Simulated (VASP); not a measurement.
Input of a VASP 6.6.1 run:

Contents of INCAR:

```
PREC = Accurate ; ENCUT = 600
EDIFF = 1E-6 ; ISMEAR = 0
SIGMA = 0.05 ; LREAL = False
LASPH = True ; NELM = 120
ALGO = Normal ; ISIF = 2
LWAVE = False ; LCHARG = False
NBANDS = 73 ; GGA_COMPAT = False
```

File KPOINTS:

```
regular mesh
0
Gamma
  7 7 3
```

File POSCAR:

```
BaTiO3
1.0
    2.7879170996     -1.6096046879     -2.2805008955
    0.0000000000      3.2192093758     -2.2805008955
    8.3637512987      4.8288140637      6.8415026865
Ba Ti O
3 3 9
Direct
    0.9994777595      0.9994777595      0.0001740802
    0.9994777595      0.9994777595      0.3335074135
    0.9994777595      0.9994777595      0.6668407468
    0.4906617871      0.4906617871      0.1697794043
    0.4906617871      0.4906617871      0.5031127376
    0.4906617871      0.4906617871      0.8364460710
    0.5089674917      0.0132254700      0.1636775028
    0.5089674917      0.0132254700      0.4970108361
    0.5089674917      0.0132254700      0.8303441694
    0.0132254700      0.5089674917      0.1636775028
    0.0132254700      0.5089674917      0.4970108361
    0.0132254700      0.5089674917      0.8303441694
    0.5089674917      0.5089674917      0.3289248433
    0.5089674917      0.5089674917      0.6622581767
    0.5089674917      0.5089674917      0.9955915100
```

Potentials or basis: VASP PAW LDA potentials, release 64 (Ba_sv, Ti_sv, O).

Command:

```bash
$ cat potpaw_LDA.64/Ba_sv/POTCAR potpaw_LDA.64/Ti_sv/POTCAR potpaw_LDA.64/O/POTCAR > POTCAR
$ mpirun -np 1 vasp_std > vasp.out
```

(1) Estimate the band gap on the k mesh.

(2) What does it give for the largest force?

Results:

(1) 2.15 eV.

(2) 0.091 eV/Å.

Caveat: spin-orbit coupling is left out, which moves the levels of the heavy elements.
